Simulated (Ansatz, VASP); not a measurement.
One calculation of NaCl, two programs

```
Na Cl
1.0
     0.00000    2.71848    2.83175
     2.71848    0.00000    2.83175
     2.71848    2.71848    0.00000
Na Cl
1 1
Direct
  0.00000 0.00000 0.00000
  0.50000 0.50000 0.50000
```

Change from the starting cell: strain -0.040 along x and y, +0.000 along z, atoms carried along.

Alike in both runs: task single point; functional PBE; k mesh 8 × 8 × 8; occupations gaussian, width 0.05 eV; no spin polarisation.

|  | VASP | Ansatz |
| --- | --- | --- |
| version | VASP 6.6.1 | Ansatz 0.2.0 |
| potentials or method | VASP PAW PBE potentials, release 64 (Na_pv, Cl), cutoff 520 eV | scalar-relativistic, plane waves, PAW |
| valence electrons in the cell | 14 | 16 |

|  | VASP | Ansatz | Ansatz less VASP |
| --- | --- | --- | --- |
| gap on the k mesh at the Fermi level (eV) | 5.37 | 5.37 | 0.000 |
| least direct gap on the mesh (eV) | 5.37 | 5.37 | 0.000 |
| pressure (GPa) | 3.0 | 3.1 | +0.02 |
| traceless stress, the component that is largest in VASP (GPa) | -1.57 | -1.55 | +0.013 |

VASP's potentials hold 14 valence electrons a cell and Ansatz's 16, so a difference there can come from the potentials and not from the codes.
